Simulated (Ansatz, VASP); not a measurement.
One calculation of NbAl3N4, two programs

```
Al Nb N
1.0
     4.21548    0.00000    0.00000
     0.00000    4.21548    0.00000
     0.00000    0.00000    4.21548
Al Nb N
3 1 4
Direct
  0.00000 0.50000 0.50000
  0.50000 0.00000 0.50000
  0.50000 0.50000 0.00000
  0.00000 0.00000 0.00000
  0.50000 0.00000 0.00000
  0.00000 0.50000 0.00000
  0.00000 0.00000 0.50000
  0.50000 0.50000 0.50000
```

Alike in both runs: functional PBE; k mesh 4 × 4 × 4; occupations gaussian, width 0.1 eV; no spin polarisation.

Ansatz relaxed the structure, and its values are those at the end. VASP's run is a single point on that final structure, the one shown.

|  | VASP | Ansatz |
| --- | --- | --- |
| version | VASP 6.6.1 | Ansatz 0.2.0 |
| potentials or method | VASP PAW PBE potentials, release 64 (Al, Nb_sv, N), cutoff 520 eV | scalar-relativistic, plane waves, PAW |
| valence electrons in the cell | 42 | 42 |

|  | VASP | Ansatz | Ansatz less VASP |
| --- | --- | --- | --- |
| gap on the k mesh at the Fermi level (eV) | none | none | - |
| pressure (GPa) | -0.4 | 0.0 | +0.38 |

A gap of «none» marks a metal or a gap that the smearing closes. With one functional, cell and mesh, what is left measures potentials, basis and numerics.

The k mesh is coarse, so the values compare programs but aren't converged.
